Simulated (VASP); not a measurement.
# MgO (P6_3/mmc) in VASP: single point with PBE

Aim: the single point of MgO with PBE.

Everything below comes from runs of VASP 6.6.1. Logs are shortened: lines on timing, memory, paths and dates and some standing lists are left out, and cuts for length are marked.

## (1) The cell of the first run

The structure is hexagonal, space group P6_3/mmc (No. 194). The conventional cell has a = 3.486 Å, b = 3.486 Å, c = 4.178 Å, α = 90.00°, β = 90.00°, γ = 120.00°. Within 2.7 Å of Mg (site symmetry -6m2) lie 5 O at 2.01 to 2.09 Å. Within 2.7 Å of O (site symmetry -6m2) lie 5 Mg at 2.01 to 2.09 Å.

## (2) Single point, PBE

Input file INCAR:

```
SYSTEM = MgO
PREC = Accurate
ENCUT = 520
EDIFF = 1E-7
ISMEAR = 0
SIGMA = 0.05
LREAL = Auto
LASPH = .TRUE.
NELM = 80
ALGO = Normal
ISIF = 2
LWAVE = .FALSE.
LCHARG = .FALSE.
GGA = PE
NBANDS = 126
```

Input file KPOINTS:

```
Automatic mesh
0
G
  2 2 2
  0 0 0
```

Input file POSCAR:

```
MgO
1.0
    5.2295670000     -3.0192920000     -4.1780410000
   -5.2295670000      3.0192920000     -4.1780410000
    5.2295670000      9.0578750000      4.1780400000
Mg O
24 24
Direct
    0.7916670000      0.6250010000      0.1666670000
    0.2916670000      0.1250010000      0.1666670000
    0.6249990000      0.9583330000      0.3333330000
    0.1249990000      0.4583330000      0.3333330000
    0.4583330000      0.2916670000      0.5000000000
    0.9583330000      0.7916670000      0.5000000000
    0.2916670000      0.6250010000      0.6666670000
    0.7916670000      0.1250010000      0.6666670000
    0.1249990000      0.9583330000      0.8333330000
    0.6249990000      0.4583330000      0.8333330000
    0.9583330000      0.2916670000      0.0000000000
    0.4583330000      0.7916670000      0.0000000000
    0.8750010000      0.0416670000      0.1666670000
    0.3750010000      0.5416670000      0.1666670000
    0.7083330000      0.3749990000      0.3333330000
    0.2083330000      0.8749990000      0.3333330000
    0.5416670000      0.7083330000      0.5000000000
    0.0416670000      0.2083330000      0.5000000000
    0.3750010000      0.0416670000      0.6666670000
    0.8750010000      0.5416670000      0.6666670000
    0.2083330000      0.3749990000      0.8333330000
    0.7083330000      0.8749990000      0.8333330000
    0.0416670000      0.7083330000      0.0000000000
    0.5416670000      0.2083330000      0.0000000000
    0.0416670000      0.8750010000      0.1666670000
    0.5416670000      0.3750010000      0.1666670000
    0.8749990000      0.2083330000      0.3333330000
    0.3749990000      0.7083330000      0.3333330000
    0.7083330000      0.5416670000      0.5000000000
    0.2083330000      0.0416670000      0.5000000000
    0.5416670000      0.8750010000      0.6666670000
    0.0416670000      0.3750010000      0.6666670000
    0.3749990000      0.2083330000      0.8333330000
    0.8749990000      0.7083330000      0.8333330000
    0.2083330000      0.5416670000      0.0000000000
    0.7083330000      0.0416670000      0.0000000000
    0.6250010000      0.7916670000      0.1666670000
    0.1250010000      0.2916670000      0.1666670000
    0.4583330000      0.1249990000      0.3333330000
    0.9583330000      0.6249990000      0.3333330000
    0.2916670000      0.4583330000      0.5000000000
    0.7916670000      0.9583330000      0.5000000000
    0.1250010000      0.7916670000      0.6666670000
    0.6250010000      0.2916670000      0.6666670000
    0.9583330000      0.1249990000      0.8333330000
    0.4583330000      0.6249990000      0.8333330000
    0.7916670000      0.4583330000      0.0000000000
    0.2916670000      0.9583330000      0.0000000000
```

Potentials or basis: VASP PAW PBE potentials, release 64 (Mg, O).

Run with:

```
$ cat potpaw_PBE.64/Mg/POTCAR potpaw_PBE.64/O/POTCAR > POTCAR
$ mpirun -np 1 vasp_std > vasp.out
```

OUTCAR:

```text
SYSTEM = MgO
   PREC = Accurate
   ENCUT = 520
   EDIFF = 1E-7
   ISMEAR = 0
   LREAL = Auto
   LASPH = .TRUE.
   NELM = 80
   ISIF = 2
   GGA = PE

 ion  position               nearest neighbor table
   1  0.792  0.625  0.167-  37 2.01  40 2.01  47 2.01  26 2.09  25 2.09  16 2.90  13 2.90  14 2.90
                            23 2.90  15 2.90  24 2.90   6 3.49   3 3.49   4 3.49  11 3.49  12 3.49
   2  0.292  0.125  0.167-  38 2.01  39 2.01  48 2.01  26 2.09  25 2.09  15 2.90  13 2.90  14 2.90
                            24 2.90  16 2.90  23 2.90   5 3.49   4 3.49   3 3.49  12 3.49  11 3.49
   3  0.625  0.958  0.333-  39 2.01  37 2.01  42 2.01  28 2.09  27 2.09  14 2.90  16 2.90  15 2.90
                            17 2.90  13 2.90  18 2.90  12 3.49   1 3.49   2 3.49   5 3.49   6 3.49
   4  0.125  0.458  0.333-  40 2.01  38 2.01  41 2.01  28 2.09  27 2.09  13 2.90  16 2.90  15 2.90
                            18 2.90  14 2.90  17 2.90  11 3.49   2 3.49   1 3.49   6 3.49   5 3.49
   5  0.458  0.292  0.500-  41 2.01  39 2.01  44 2.01  30 2.09  29 2.09  18 2.90  17 2.90  15 2.90
                            19 2.90  16 2.90  20 2.90  10 3.49   2 3.49   3 3.49   7 3.49   8 3.49
   6  0.958  0.792  0.500-  42 2.01  40 2.01  43 2.01  30 2.09  29 2.09  18 2.90  17 2.90  16 2.90
                            20 2.90  15 2.90  19 2.90   9 3.49   1 3.49   4 3.49   8 3.49   7 3.49
   7  0.292  0.625  0.667-  43 2.01  46 2.01  41 2.01  32 2.09  31 2.09  22 2.90  19 2.90  20 2.90
                            17 2.90  21 2.90  18 2.90  12 3.49   9 3.49  10 3.49   5 3.49   6 3.49
   8  0.792  0.125  0.667-  44 2.01  45 2.01  42 2.01  32 2.09  31 2.09  21 2.90  19 2.90  20 2.90
                            18 2.90  22 2.90  17 2.90  11 3.49  10 3.49   9 3.49   6 3.49   5 3.49
   9  0.125  0.958  0.833-  45 2.01  43 2.01  48 2.01  34 2.09  33 2.09  20 2.90  22 2.90  21 2.90
[... 53 lines left out ...]
  47  0.792  0.458  0.000-  11 2.01   1 2.01  10 2.01  23 2.09  24 2.09
  48  0.292  0.958  0.000-  12 2.01   2 2.01   9 2.01  23 2.09  24 2.09

  LATTYP: Found a face centered orthorhombic cell.
 ALAT       =     8.3560820000
 B/A-ratio  =     1.4453146517
 C/A-ratio  =     2.5033582376

  Lattice vectors:

 A1 = (   0.0000000000,  12.0771670000,  -0.0000010000)
 A2 = (   5.2295670000,   9.0578750000,  -4.1780420000)
 A3 = (  -5.2295670000,   3.0192920000,  -4.1780410000)

Analysis of symmetry for initial positions (statically):
=====================================================================
 Subroutine PRICEL returns following result:

  LATTYP: Found a hexagonal cell.
 ALAT       =     3.4863745136
 C/A-ratio  =     1.1983877376

  Lattice vectors:

 A1 = (  -3.4863745136,   0.0000062052,  -0.0000081894)
 A2 = (   1.7431872568,  -3.0192948526,   0.0000043447)
 A3 = (   0.0000052296,   0.0000090579,   4.1780284659)

  12 primitive cells build up your supercell.

 Routine SETGRP: Setting up the symmetry group for a
 face centered orthorhombic supercell.

 Subroutine GETGRP returns: Found  8 space group operations
 (whereof  4 operations were pure point group operations)
 out of a pool of  8 trial point group operations.

The static configuration has the point symmetry C_2h.
 The point group associated with its full space group is D_2h.

Analysis of symmetry for dynamics (positions and initial velocities):
=====================================================================
 Subroutine PRICEL returns following result:

  LATTYP: Found a hexagonal cell.
 ALAT       =     3.4863745136
 C/A-ratio  =     1.1983877376

  Lattice vectors:

 A1 = (  -3.4863745136,   0.0000062052,  -0.0000081894)
 A2 = (   1.7431872568,  -3.0192948526,   0.0000043447)
 A3 = (   0.0000052296,   0.0000090579,   4.1780284659)

  12 primitive cells build up your supercell.

 Routine SETGRP: Setting up the symmetry group for a
 face centered orthorhombic supercell.

 Subroutine GETGRP returns: Found  8 space group operations
 (whereof  4 operations were pure point group operations)
 out of a pool of  8 trial point group operations.

The dynamic configuration has the point symmetry C_2h.
 The point group associated with its full space group is D_2h.

 Subroutine INISYM returns: Found  8 space group operations
 (whereof  4 operations are pure point group operations),
 and found    12 'primitive' translations

----------------------------------------------------------------------------------------

                                     Primitive cell

  volume of cell :      43.9795

  direct lattice vectors                    reciprocal lattice vectors
[... 21 lines left out ...]

 KPOINTS: Automatic mesh

Automatic generation of k-mesh.
 Grid dimensions read from file:
 generate k-points for:    2    2    2

 Generating k-lattice:

  Cartesian coordinates                     Fractional coordinates (reciprocal lattice)
     0.047805102 -0.000000005 -0.059836656     0.500000000  0.000000000  0.000000000
    -0.023902553  0.041400433 -0.059836656     0.000000000  0.500000000 -0.000000000
     0.023902555  0.041400438  0.000000000     0.000000000  0.000000000  0.500000000

  Length of vectors
     0.076588205  0.076588206  0.047805108

  Shift w.r.t. Gamma in fractional coordinates (k-lattice)
     0.000000000  0.000000000  0.000000000

 Subroutine IBZKPT returns following result:
 ===========================================

 Found      5 irreducible k-points:

 Following reciprocal coordinates:
            Coordinates               Weight
  0.000000  0.000000  0.000000      1.000000
  0.500000  0.000000  0.000000      4.000000
  0.500000  0.500000 -0.000000      1.000000
  0.000000  0.000000  0.500000      1.000000
  0.500000  0.500000  0.500000      1.000000
   k-points           NKPTS =      5   k-points in BZ     NKDIM =      5   number of bands    NBANDS=    126
   number of dos      NEDOS =    301   number of ions     NIONS =     48
   total plane-waves  NPLWV = 263424
   dimension x,y,z NGX =    56 NGY =   56 NGZ =   84
   dimension x,y,z NGXF=   112 NGYF=  112 NGZF=  168
   ions per type =              24  24
   NGX,Y,Z   is equivalent  to a cutoff of  12.68, 12.68, 12.40 a.u.
   NGXF,Y,Z  is equivalent  to a cutoff of  25.36, 25.36, 24.80 a.u.
 SYSTEM =  MgO
   PREC   = accura    normal or accurate (medium, high low for compatibility)
   ISTART =      0    job   : 0-new  1-cont  2-samecut
   ICHARG =      2    charge: 1-file 2-atom 10-const
   ISPIN  =      1    spin polarized calculation?
   LNONCOLLINEAR =      F non collinear calculations
   LSORBIT =      F    spin-orbit coupling
   LASPH  =      T    aspherical Exc in radial PAW
   ENCUT  =  520.0 eV  38.22 Ry    6.18 a.u.  13.65 13.65 20.94*2*pi/ulx,y,z
   NELM   =     80;   NELMIN=  2; NELMDL= -5     # of ELM steps
   EDIFF  = 0.1E-06   stopping-criterion for ELM
   LREAL  =      T    real-space projection
   EDIFFG = 0.1E-05   stopping-criterion for IOM
   NSW    =      0    number of steps for IOM
   IBRION =     -1    ionic relax: 0-MD 1-quasi-New 2-CG
   NFREE  =      0    steps in history (QN), initial steepest desc. (CG)
   ISIF   =      2    stress and relaxation
   ISYM   =      2    0-nonsym 1-usesym 2-fastsym
   POTIM  = 0.5000    time-step for ionic-motion
   TEBEG  =    0.0;   TEEND  =   0.0 temperature during run
   PSTRESS=    0.0 pullay stress
   NELECT =     192.0000    total number of electrons
   NUPDOWN=      -1.0000    fix difference up-down
   EMIN   =  10.00;   EMAX   =-10.00  energy-range for DOS
   EFERMI =   0.00;   METHOD = LEGACY
   ISMEAR =     0;   SIGMA  =   0.05  broadening in eV -4-tet -1-fermi 0-gaus
   EFERMI_NEDOS =   21; number of points for ismear=-14 and -15
   IALGO  =     38    algorithm
   IMIX   =      4    mixing-type and parameters
     AMIX     =   0.40;   BMIX     =  1.00
     AMIX_MAG =   1.60;   BMIX_MAG =  1.00
  volume/ion in A,a.u.               =      10.99        74.20
  Fermi-wavevector in a.u.,A,eV,Ry     =   1.168685  2.208494 18.583167  1.365824
  Thomas-Fermi vector in A             =   2.305168
   LORBIT       =      0    0 simple, 1 ext, 2 COOP (PROOUT), +10 PAW based schemes
   GGA     = PE    functional components
   LHFCALC =     F    Hartree Fock is set to
   AEXX    =    0.0000 exact exchange contribution
   IVDW    =     0    specifies the selected vdW correction
   LEPSILON=     F    determine dielectric tensor
   LRPA    =     F    only Hartree local field effects (RPA)
 non-spin polarized calculation
 Gauss-broadening in eV      SIGMA  =   0.05
  energy-cutoff  :      520.00
  volume of cell :      527.76
 maximum number of plane-waves:     14248
 NGX is ok and might be reduce to    56
   NGX = 27   NGY = 27   NGZ = 41

 number of electron     191.9999971 magnetization

 Free energy of the ion-electron system (eV)
  ---------------------------------------------------
  ext. energy  EPLUGINS =         0.00000000
  ---------------------------------------------------
  free energy    TOTEN  =      -283.88914278 eV

  energy without entropy =     -283.88914278  energy(sigma->0) =     -283.88914278

 E-fermi :   2.3031     XC(G=0): -10.0739

 val. band max:        2.0077342988   @ k =   0.0000   0.0000   0.0000
 cond. band min:       5.4461767999   @ k =   0.0000   0.0000   0.0000
 fundamental gap:      3.4384425012
 Fermi energy:         2.3030596900

 k-point     1 :       0.0000    0.0000    0.0000
  band No.  band energies     occupation
      1     -14.9313      2.00000
      2     -14.5667      2.00000
      3     -14.5666      2.00000
      4     -14.2329      2.00000
      5     -14.0587      2.00000
      6     -14.0587      2.00000
[... 544 lines left out ...]
    107       9.1485      0.00000
    108       9.1486      0.00000
 [bands above 108 left out]

------------------------ aborting loop because EDIFF is reached ----------------------------------------

  FORCE on cell =-STRESS in cart. coord.  units (eV):
  Direction    XX          YY          ZZ          XY          YZ          ZX
  --------------------------------------------------------------------------------------
  -------------------------------------------------------------------------------------
  Total       12.3164107     12.3426084     15.3817518      0.0226884     -0.0000010     -0.0000006
  in kB       37.3904980     37.4700296     46.6963446      0.0688781     -0.0000031     -0.0000018
  external PRESSURE =      40.5189574 kB  Pullay stress =       0.0000000 kB

 VOLUME and BASIS-vectors are now :
 -----------------------------------------------------------------------------
  energy-cutoff  :      520.00
  volume of cell :      527.76
      direct lattice vectors                 reciprocal lattice vectors
     5.229567000 -3.019292000 -4.178041000     0.095610204 -0.000000010 -0.119673311
    -5.229567000  3.019292000 -4.178041000    -0.047805107  0.082800865 -0.119673311
     5.229567000  9.057875000  4.178040000     0.047805109  0.082800875  0.000000000

 POSITION                                       TOTAL-FORCE (eV/Angst)
 -----------------------------------------------------------------------------------
      1.74319      1.00644     -5.22256        -0.001291      0.000746      0.000000
      1.74319      1.00644     -1.04451        -0.001291      0.000746      0.000000
     -0.00001      4.02572     -5.22255        -0.001291      0.000746      0.000000
     -0.00001      4.02572     -1.04451        -0.001291      0.000746      0.000000
      3.48637      4.02572     -1.04451        -0.001291      0.000746     -0.000000
      3.48637      4.02572     -5.22255        -0.001291      0.000746     -0.000000
[... 40 lines left out ...]
      1.74319     -1.00643     -5.22255         0.001465     -0.000846     -0.000000
     -3.48637      2.01286     -5.22255         0.001465     -0.000846      0.000000
 -----------------------------------------------------------------------------------
    total drift:                                0.034881      0.086020     -0.184473

  FREE ENERGIE OF THE ION-ELECTRON SYSTEM (eV)
  ---------------------------------------------------
  free  energy   TOTEN  =      -283.8891427811 eV

  energy  without entropy=     -283.8891427811  energy(sigma->0) =     -283.88914278
```

Wall time 5 min (1 thread of Intel Xeon 6975P-C (Granite Rapids), shared host); peak memory 0.65 GiB.

Results:

```yaml
Free_energy: -283.8891 eV
Pressure: 4.1 GPa
Band_gap_on_the_k_mesh: 3.44 eV
```

Caveat: the k points lie up to 0.48 Å⁻¹ apart.
